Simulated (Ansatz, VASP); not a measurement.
**Two plane-wave programs on Al2BP3**

```
CELL_PARAMETERS angstrom
-1.81142 1.81142 8.04248
1.81142 -1.81142 8.04248
1.81142 1.81142 -8.04248
ATOMIC_POSITIONS crystal
Al 0.84064 0.84064 0.00000
Al 0.15936 0.15936 0.00000
B 0.50000 0.50000 0.00000
P 0.43307 0.93307 0.50000
P 0.06693 0.56693 0.50000
P 0.75000 0.25000 0.50000
```

Alike in both runs: functional PBE; k mesh 6 × 6 × 6; occupations gaussian, width 0.1 eV; no spin polarisation.

Ansatz relaxed the structure, and its values are those at the end. VASP's run is a single point on that final structure, the one shown.

```csv
,VASP,Ansatz
version,VASP 6.6.1,Ansatz 0.2.0
potentials or method,"VASP PAW PBE potentials, release 64 (Al, B, P), cutoff 520 eV","scalar-relativistic, plane waves, PAW"
valence electrons in the cell,24,24
```

|  | VASP | Ansatz | Ansatz less VASP |
| --- | --- | --- | --- |
| gap on the k mesh at the Fermi level (eV) | 0.90 | 0.90 | +0.002 |
| least direct gap on the mesh (eV) | 1.06 | 1.06 | +0.003 |
| pressure (GPa) | 0.1 | 0.2 | +0.12 |
| rms of the force components (eV/Å) | 0.008 | 0.009 | +0.0011 |

With one functional, cell and mesh, what is left measures potentials, basis and numerics.
